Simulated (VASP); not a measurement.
Input of a VASP 6.6.1 run:

INCAR

```
SYSTEM = S
PREC     = Accurate       ! precision mode
ENCUT    = 520            ! plane-wave cutoff, eV
EDIFF    = 1E-6           ! SCF threshold, eV
ISMEAR   = -1             ! smearing method
SIGMA    = 0.08           ! smearing width, eV
LREAL    = .FALSE.        ! projectors in reciprocal space
LASPH    = .TRUE.         ! aspherical terms in the spheres
NELM     = 100            ! most SCF steps
ALGO     = Normal         ! electronic algorithm
ISIF     = 2              ! what is computed and relaxed
LWAVE    = .FALSE.        ! write WAVECAR
LCHARG   = .FALSE.        ! write CHGCAR
GGA      = PE             ! functional
NBANDS   = 9              ! bands
```

KPOINTS

```
regular mesh
0
G
  16 16 16
  0 0 0
```

File POSCAR:

```
S
1.0
    0.0000000000      1.7280615809      1.7280615809
    1.7280615809      0.0000000000      1.7280615809
    1.7280615809      1.7280615809      0.0000000000
S
1
Direct
    0.0000000000      0.0000000000      0.0000000000
```

Potentials or basis: VASP PAW PBE potentials, release 64 (S).

Launch:

```sh
$ cat potpaw_PBE.64/S/POTCAR > POTCAR
$ mpirun -np 1 vasp_std > vasp.out
```

(1) Estimate the pressure.

(2) Predict the band gap on the k mesh.

Results:

(1) 80.8 GPa.

(2) zero (band 3 reaches 21.15 eV, above the bottom of band 4 at 9.75 eV).
